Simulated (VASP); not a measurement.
# AlNi3 in VASP: further runs

AlNi3 is run at these levels: PBE; tasks: single point.

Program: VASP 6.6.1. These are calculated values, not measurements. Logs are shortened: lines on timing, memory, paths and dates and some standing lists are left out, and cuts for length are marked.

## Step 1: The cell of the first run

It takes space group Pm-3m (No. 221, cubic). Conventional cell: a = 3.567 Å, b = 3.567 Å, c = 3.567 Å, α = 90.00°, β = 90.00°, γ = 90.00°. Al (site symmetry m-3m) has 12 Ni at 2.52 Å within 3.3 Å. Ni (site symmetry 4/mmm) has 4 Al at 2.52 Å and 8 Ni at 2.52 Å within 3.3 Å.

## Step 2: Single point, PBE, collinear spin, ferromagnetic start

File INCAR:

```
SYSTEM = AlNi3
PREC = Accurate
ENCUT = 520
EDIFF = 1E-6
ISMEAR = 0
SIGMA = 0.1
LREAL = .FALSE.
LASPH = .TRUE.
NELM = 150
ALGO = Fast
ISIF = 2
LWAVE = .FALSE.
LCHARG = .FALSE.
ISPIN = 2
MAGMOM = 0 0.3 0.3 0.3
LORBIT = 11
LMAXMIX = 4
GGA = PE
NBANDS = 28
```

File KPOINTS:

```
regular mesh
0
G
  14 14 14
  0 0 0
```

File POSCAR:

```
AlNi3
1.0
    3.5666788946      0.0000000000      0.0000000000
    0.0000000000      3.5666788946      0.0000000000
    0.0000000000      0.0000000000      3.5666788946
Al Ni
1 3
Direct
    0.0000000000      0.0000000000      0.0000000000
    0.0000000000      0.5000000000      0.5000000000
    0.5000000000      0.0000000000      0.5000000000
    0.5000000000      0.5000000000      0.0000000000
```

Potentials or basis: VASP PAW PBE potentials, release 64 (Al, Ni).

Launch:

```
$ cat potpaw_PBE.64/Al/POTCAR potpaw_PBE.64/Ni/POTCAR > POTCAR
$ mpirun -np 1 vasp_std > vasp.out
```

OUTCAR:

```text
SYSTEM = AlNi3
   PREC = Accurate
   ENCUT = 520
   EDIFF = 1E-6
   ISMEAR = 0
   LREAL = .FALSE.
   LASPH = .TRUE.
   NELM = 150
   ISIF = 2
   ISPIN = 2
   LORBIT = 11
   GGA = PE

 ion  position               nearest neighbor table
   1  0.000  0.000  0.000-   2 2.52   3 2.52   4 2.52   2 2.52   3 2.52   2 2.52   4 2.52   2 2.52
                             3 2.52   4 2.52   3 2.52   4 2.52
   2  0.000  0.500  0.500-   1 2.52   3 2.52   4 2.52   1 2.52   4 2.52   1 2.52   3 2.52   1 2.52
                             3 2.52   4 2.52   4 2.52   3 2.52
   3  0.500  0.000  0.500-   1 2.52   2 2.52   4 2.52   1 2.52   4 2.52   2 2.52   4 2.52   4 2.52
                             1 2.52   2 2.52   1 2.52   2 2.52
   4  0.500  0.500  0.000-   1 2.52   2 2.52   3 2.52   2 2.52   3 2.52   1 2.52   3 2.52   3 2.52
                             1 2.52   2 2.52   2 2.52   1 2.52

  LATTYP: Found a simple cubic cell.
 ALAT       =     3.5666788946

  Lattice vectors:

 A1 = (   3.5666788946,   0.0000000000,   0.0000000000)
 A2 = (   0.0000000000,   3.5666788946,   0.0000000000)
 A3 = (   0.0000000000,   0.0000000000,   3.5666788946)

Analysis of symmetry for initial positions (statically):
=====================================================================
 Subroutine PRICEL returns:
 Original cell was already a primitive cell.

 Routine SETGRP: Setting up the symmetry group for a
 simple cubic supercell.

 Subroutine GETGRP returns: Found 48 space group operations
 (whereof 48 operations were pure point group operations)
 out of a pool of 48 trial point group operations.

The static configuration has the point symmetry O_h .

Analysis of symmetry for dynamics (positions and initial velocities):
=====================================================================
 Subroutine PRICEL returns:
 Original cell was already a primitive cell.

 Routine SETGRP: Setting up the symmetry group for a
 simple cubic supercell.

 Subroutine GETGRP returns: Found 48 space group operations
 (whereof 48 operations were pure point group operations)
 out of a pool of 48 trial point group operations.

The dynamic configuration has the point symmetry O_h .

Analysis of structural, dynamic, and magnetic symmetry:
=====================================================================
 Subroutine PRICEL returns:
 Original cell was already a primitive cell.

 Routine SETGRP: Setting up the symmetry group for a
 simple cubic supercell.

 Subroutine GETGRP returns: Found 48 space group operations
 (whereof 48 operations were pure point group operations)
 out of a pool of 48 trial point group operations.

The overall configuration has the point symmetry O_h .

 Subroutine INISYM returns: Found 48 space group operations
 (whereof 48 operations are pure point group operations),
 and found     1 'primitive' translations

----------------------------------------------------------------------------------------

                                     Primitive cell

  volume of cell :      45.3724

  direct lattice vectors                    reciprocal lattice vectors
     3.566678895  0.000000000  0.000000000     0.280372871  0.000000000  0.000000000
     0.000000000  3.566678895  0.000000000     0.000000000  0.280372871  0.000000000
     0.000000000  0.000000000  3.566678895     0.000000000  0.000000000  0.280372871

  length of vectors
     3.566678895  3.566678895  3.566678895     0.280372871  0.280372871  0.280372871

  position of ions in fractional coordinates (direct lattice)
     0.000000000  0.000000000  0.000000000
     0.000000000  0.500000000  0.500000000
     0.500000000  0.000000000  0.500000000
     0.500000000  0.500000000  0.000000000

  ion indices of the primitive-cell ions
   primitive index   ion index
                 1           1
                 2           2
                 3           3
                 4           4

----------------------------------------------------------------------------------------

 KPOINTS: regular mesh

Automatic generation of k-mesh.
 Grid dimensions read from file:
 generate k-points for:   14   14   14

 Generating k-lattice:

  Cartesian coordinates                     Fractional coordinates (reciprocal lattice)
     0.020026634  0.000000000  0.000000000     0.071428571  0.000000000  0.000000000
     0.000000000  0.020026634  0.000000000     0.000000000  0.071428571  0.000000000
     0.000000000  0.000000000  0.020026634     0.000000000  0.000000000  0.071428571

  Length of vectors
     0.020026634  0.020026634  0.020026634

  Shift w.r.t. Gamma in fractional coordinates (k-lattice)
     0.000000000  0.000000000  0.000000000

 Subroutine IBZKPT returns following result:
 ===========================================

 Found    120 irreducible k-points:

 Following reciprocal coordinates:
            Coordinates               Weight
  0.000000  0.000000  0.000000      1.000000
  0.071429  0.000000  0.000000      6.000000
  0.142857  0.000000  0.000000      6.000000
  0.214286  0.000000  0.000000      6.000000
  0.285714  0.000000  0.000000      6.000000
  0.357143  0.000000  0.000000      6.000000
[... 16 lines left out ...]
  0.285714  0.214286  0.000000     24.000000
  0.357143  0.214286  0.000000     24.000000
 [... further k-points ...]
   k-points           NKPTS =    120   k-points in BZ     NKDIM =    120   number of bands    NBANDS=     28
   number of dos      NEDOS =    301   number of ions     NIONS =      4
   total plane-waves  NPLWV =  21952
   dimension x,y,z NGX =    28 NGY =   28 NGZ =   28
   dimension x,y,z NGXF=    56 NGYF=   56 NGZF=   56
   ions per type =               1   3
   NGX,Y,Z   is equivalent  to a cutoff of  13.05, 13.05, 13.05 a.u.
   NGXF,Y,Z  is equivalent  to a cutoff of  26.10, 26.10, 26.10 a.u.
 SYSTEM =  AlNi3
   PREC   = accura    normal or accurate (medium, high low for compatibility)
   ISTART =      0    job   : 0-new  1-cont  2-samecut
   ICHARG =      2    charge: 1-file 2-atom 10-const
   ISPIN  =      2    spin polarized calculation?
   LNONCOLLINEAR =      F non collinear calculations
   LSORBIT =      F    spin-orbit coupling
   LASPH  =      T    aspherical Exc in radial PAW
   ENCUT  =  520.0 eV  38.22 Ry    6.18 a.u.   6.63  6.63  6.63*2*pi/ulx,y,z
   NELM   =    150;   NELMIN=  2; NELMDL= -5     # of ELM steps
   EDIFF  = 0.1E-05   stopping-criterion for ELM
   LREAL  =      F    real-space projection
   EDIFFG = 0.1E-04   stopping-criterion for IOM
   NSW    =      0    number of steps for IOM
   IBRION =     -1    ionic relax: 0-MD 1-quasi-New 2-CG
   NFREE  =      0    steps in history (QN), initial steepest desc. (CG)
   ISIF   =      2    stress and relaxation
   ISYM   =      2    0-nonsym 1-usesym 2-fastsym
   POTIM  = 0.5000    time-step for ionic-motion
   TEBEG  =    0.0;   TEEND  =   0.0 temperature during run
   PSTRESS=    0.0 pullay stress
   NELECT =      33.0000    total number of electrons
   NUPDOWN=      -1.0000    fix difference up-down
   EMIN   =  10.00;   EMAX   =-10.00  energy-range for DOS
   EFERMI =   0.00;   METHOD = LEGACY
   ISMEAR =     0;   SIGMA  =   0.10  broadening in eV -4-tet -1-fermi 0-gaus
   EFERMI_NEDOS =   21; number of points for ismear=-14 and -15
   IALGO  =     68    algorithm
   IMIX   =      4    mixing-type and parameters
     AMIX     =   0.40;   BMIX     =  1.00
     AMIX_MAG =   1.60;   BMIX_MAG =  1.00
  volume/ion in A,a.u.               =      11.34        76.55
  Fermi-wavevector in a.u.,A,eV,Ry     =   1.472252  2.782153 29.490978  2.167526
  Thomas-Fermi vector in A             =   2.587289
   LORBIT       =     11    0 simple, 1 ext, 2 COOP (PROOUT), +10 PAW based schemes
   GGA     = PE    functional components
   LHFCALC =     F    Hartree Fock is set to
   AEXX    =    0.0000 exact exchange contribution
   IVDW    =     0    specifies the selected vdW correction
   LEPSILON=     F    determine dielectric tensor
   LRPA    =     F    only Hartree local field effects (RPA)
 spin polarized calculation
 RMM-DIIS sequential band-by-band and
 Gauss-broadening in eV      SIGMA  =   0.10
  energy-cutoff  :      520.00
  volume of cell :       45.37
 maximum number of plane-waves:      1242
 NGX is ok and might be reduce to    28
   NGX = 13   NGY = 13   NGZ = 13

 number of electron      33.0000020 magnetization       0.7099861

 Free energy of the ion-electron system (eV)
  ---------------------------------------------------
  ext. energy  EPLUGINS =         0.00000000
  ---------------------------------------------------
  free energy    TOTEN  =       -21.90552921 eV

  energy without entropy =      -21.88871679  energy(sigma->0) =      -21.89712300

 E-fermi :   9.4334     XC(G=0): -12.6552

 val. band max:        9.4329363658   @ k =   0.3571   0.2143   0.0000
 cond. band min:       9.4349111671   @ k =   0.4286   0.2143   0.0714
 fundamental gap:      0.0019748013
 Fermi energy:         9.4333776739

 spin component 1

 k-point     1 :       0.0000    0.0000    0.0000
  band No.  band energies     occupation
      1      -0.4855      1.00000
      2       5.1654      1.00000
      3       5.8240      1.00000
      4       5.8240      1.00000
      5       6.1671      1.00000
      6       6.1671      1.00000
[... 733 lines left out ...]
     27      23.2000      0.00000
     28      23.9618      0.00000

 [... further k-points ...]

 spin component 2

 k-point     1 :       0.0000    0.0000    0.0000
  band No.  band energies     occupation
      1      -0.5161      1.00000
      2       5.2433      1.00000
      3       5.9756      1.00000
      4       5.9756      1.00000
      5       6.4545      1.00000
      6       6.4545      1.00000
[... 733 lines left out ...]
     27      23.2159      0.00000
     28      23.9712      0.00000

 [... further k-points ...]

------------------------ aborting loop because EDIFF is reached ----------------------------------------

  FORCE on cell =-STRESS in cart. coord.  units (eV):
  Direction    XX          YY          ZZ          XY          YZ          ZX
  --------------------------------------------------------------------------------------
  -------------------------------------------------------------------------------------
  Total        0.0175755      0.0175755      0.0175755      0.0000000     -0.0000000      0.0000000
  in kB        0.6206206      0.6206206      0.6206206      0.0000000     -0.0000000      0.0000000
  external PRESSURE =       0.6206206 kB  Pullay stress =       0.0000000 kB

 VOLUME and BASIS-vectors are now :
 -----------------------------------------------------------------------------
  energy-cutoff  :      520.00
  volume of cell :       45.37
      direct lattice vectors                 reciprocal lattice vectors
     3.566678895  0.000000000  0.000000000     0.280372871  0.000000000  0.000000000
     0.000000000  3.566678895  0.000000000     0.000000000  0.280372871  0.000000000
     0.000000000  0.000000000  3.566678895     0.000000000  0.000000000  0.280372871

 POSITION                                       TOTAL-FORCE (eV/Angst)
 -----------------------------------------------------------------------------------
      0.00000      0.00000      0.00000         0.000000      0.000000      0.000000
      0.00000      1.78334      1.78334         0.000000      0.000000      0.000000
      1.78334      0.00000      1.78334         0.000000      0.000000      0.000000
      1.78334      1.78334      0.00000         0.000000      0.000000      0.000000
 -----------------------------------------------------------------------------------
    total drift:                                0.000000      0.000000      0.000000

  FREE ENERGIE OF THE ION-ELECTRON SYSTEM (eV)
  ---------------------------------------------------
  free  energy   TOTEN  =       -21.9055292127 eV

  energy  without entropy=      -21.8887167945  energy(sigma->0) =      -21.89712300

 total charge

# of ion       s       p       d       tot
------------------------------------------
    1        0.408   0.390   0.000   0.798
    2        0.491   0.512   8.378   9.380
    3        0.491   0.512   8.378   9.380
    4        0.491   0.512   8.378   9.380
--------------------------------------------------
tot          1.880   1.925  25.133  28.938

 magnetization (x)

# of ion       s       p       d       tot
------------------------------------------
    1       -0.001  -0.008   0.000  -0.009
    2       -0.003  -0.010   0.267   0.254
    3       -0.003  -0.010   0.267   0.254
    4       -0.003  -0.010   0.267   0.254
--------------------------------------------------
tot         -0.010  -0.037   0.802   0.755
```

Wall time 6.7 min (1 thread of AMD EPYC 7R43 (Zen 3), shared host); peak memory 0.29 GiB.

What came out:

```yaml
Free_energy: -21.9055 eV
Pressure: 0.1 GPa
Net_moment: 0.71 μB per cell
Site_moments: Al -0.01; Ni +0.25 μB
Valence_electrons_inside_the_program's_atomic_spheres: Al 0.80; Ni 9.38
```

## Step 3: Single point, PBE, collinear spin, ferromagnetic start (uniaxial strain along a: +3.0 %, then relaxed in part)

File INCAR:

```
  PREC = Accurate
  ENCUT = 520
  EDIFF = 1E-7
  ISMEAR = 0
  SIGMA = 0.1
  LREAL = F
  LASPH = T
  NELM = 150
  ALGO = Normal
  ISIF = 2
  LWAVE = F
  LCHARG = F
  ISPIN = 2
  MAGMOM = 0 0.3 0.3 0.3
  LORBIT = 11
  LMAXMIX = 4
  GGA = PE
  NBANDS = 28
```

File KPOINTS:

```
Automatic mesh
0
Gamma
  14 14 14
```

File POSCAR:

```
AlNi3
1.0
    3.6736792614      0.0000000000      0.0000000000
    0.0000000000      3.5290376328      0.0000000000
    0.0000000000      0.0000000000      3.5290376328
Al Ni
1 3
Direct
    0.0000000000      0.0000000000      0.0000000000
    0.0000000000      0.5000000000      0.5000000000
    0.5000000000      0.0000000000      0.5000000000
    0.5000000000      0.5000000000      0.0000000000
```

Potentials or basis: VASP PAW PBE potentials, release 64 (Al, Ni).

Launch:

```
$ cat potpaw_PBE.64/Al/POTCAR potpaw_PBE.64/Ni/POTCAR > POTCAR
$ mpirun -np 1 vasp_std > vasp.out
```

Wall time 5.8 min (1 thread of Intel Xeon Platinum 8559C (Emerald Rapids), shared host); peak memory 0.56 GiB.

Results (log left out):

| Quantity | Value |
| --- | --- |
| Free energy | -21.8887 eV |
| Pressure | -1.4 GPa |
| Net moment | 0.70 μB per cell |
| Site moments | Al -0.01; Ni +0.23, +0.26 (each value once) μB |
| Valence electrons inside the program's atomic spheres | Al 0.79; Ni 9.38, 9.36 (each value once) |

Stress tensor (GPa, compression positive):
```
-4.15  0.00  0.00
 0.00 -0.02  0.00
 0.00  0.00 -0.02
```

Levels at points of the mesh, in eV from the Fermi level:
Spin up:
```csv
k point,band 14,band 15,band 16,band 17,band 18,band 19,band 20,band 21
"(0.00, 0.00, 0.00)",-0.14,-0.14,0.00,0.32,1.15,1.15,6.04,6.73
"(0.50, 0.00, 0.00)",-1.12,-1.04,-0.42,0.00,5.36,5.36,5.70,5.70
"(0.00, 0.50, 0.00)",-1.09,-1.01,-0.55,-0.14,5.12,5.12,5.78,5.83
"(0.50, 0.50, 0.00)",-1.15,-1.00,-0.98,-0.58,0.75,0.76,8.15,8.16
"(0.00, 0.50, 0.50)",-1.13,-0.91,-0.88,-0.54,0.90,0.90,7.75,7.77
"(0.50, 0.50, 0.50)",-1.14,-0.95,-0.31,-0.24,-0.24,-0.13,3.27,3.80
```
Spin down:
```csv
k point,band 14,band 15,band 16,band 17,band 18,band 19
"(0.00, 0.00, 0.00)",0.27,0.27,0.29,0.45,1.12,1.12
"(0.50, 0.00, 0.00)",-0.82,-0.81,-0.23,0.45,5.41,5.41
"(0.00, 0.50, 0.00)",-0.91,-0.79,-0.37,0.27,5.17,5.18
"(0.50, 0.50, 0.00)",-1.01,-0.80,-0.60,-0.44,1.03,1.04
"(0.00, 0.50, 0.50)",-1.03,-0.69,-0.51,-0.42,1.19,1.19
"(0.50, 0.50, 0.50)",-0.97,-0.77,-0.15,0.05,0.13,0.13
```

Caveat: the cell differs from its parent crystal (uniaxial strain along a: +3.0 %, then relaxed in part).

(Continued in part 2 of 2.)
